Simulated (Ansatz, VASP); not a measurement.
H2CO in VASP and in Ansatz

File INCAR:

```
PREC = Accurate ; ENCUT = 520
EDIFF = 1E-6 ; ISMEAR = 0
SIGMA = 0.005 ; LREAL = F
LASPH = T ; NELM = 80
ALGO = Normal ; ISIF = 2
LWAVE = F ; LCHARG = F
GGA = PE ; IVDW = 12
IBRION = 2 ; NSW = 100
EDIFFG = -0.01 ; ISYM = 0
```

KPOINTS

```
Automatic mesh
0
Gamma
  1 1 1
```

POSCAR

```
H2CO
1.0
   14.0000000000      0.0000000000      0.0000000000
    0.0000000000     14.5000000000      0.0000000000
    0.0000000000      0.0000000000     15.0000000000
C O H
1 1 2
Direct
    0.4832097365      0.4925620540      0.5004179470
    0.5669451478      0.4783449071      0.4989515802
    0.4330548522      0.4355374112      0.5010484198
    0.4559361684      0.5644625888      0.4995831568
```

Input for Ansatz:

```yaml
crystal:
  lattice:
    - [14.0, 0.0, 0.0]
    - [0.0, 14.5, 0.0]
    - [0.0, 0.0, 15.0]
  atoms:
    - { symbol: C, position: [0.4832097365, 0.492562054, 0.500417947] }
    - { symbol: O, position: [0.5669451478, 0.4783449071, 0.4989515802] }
    - { symbol: H, position: [0.4330548522, 0.4355374112, 0.5010484198] }
    - { symbol: H, position: [0.4559361684, 0.5644625888, 0.4995831568] }
  symmetry: { detect: false }
basis:
  ecutwfc: 420
kpoints:
  mp_grid: { grid: [1, 1, 1] }
hamiltonian:
  xc: pbe
  dispersion: d3bj
scf:
  occupations: { method: gaussian, width: 0.005 }
output:
  forces: true
  eigenvalues: true
relax:
  adjacent_minimum: "off"
  f_tol: 0.01
  max_steps: 120
```

Alike in both runs: task relaxation of the atoms; functional PBE; dispersion D3(BJ); k mesh 1 × 1 × 1; occupations gaussian, width 0.005 eV; no spin polarisation.

|  | VASP | Ansatz |
| --- | --- | --- |
| version | VASP 6.6.1 | Ansatz 0.2.0 |
| potentials or method | VASP PAW PBE potentials, release 64 (C, O, H), cutoff 520 eV | scalar-relativistic, plane waves, PAW |
| valence electrons in the cell | 12 | 12 |

```tsv
	VASP	Ansatz	Ansatz less VASP
gap on the k mesh at the Fermi level, each at its own relaxed structure (eV)	3.52	3.56	+0.045
```

Noted on VASP's run: the standard files for N, O and F lose accuracy on very short bonds.
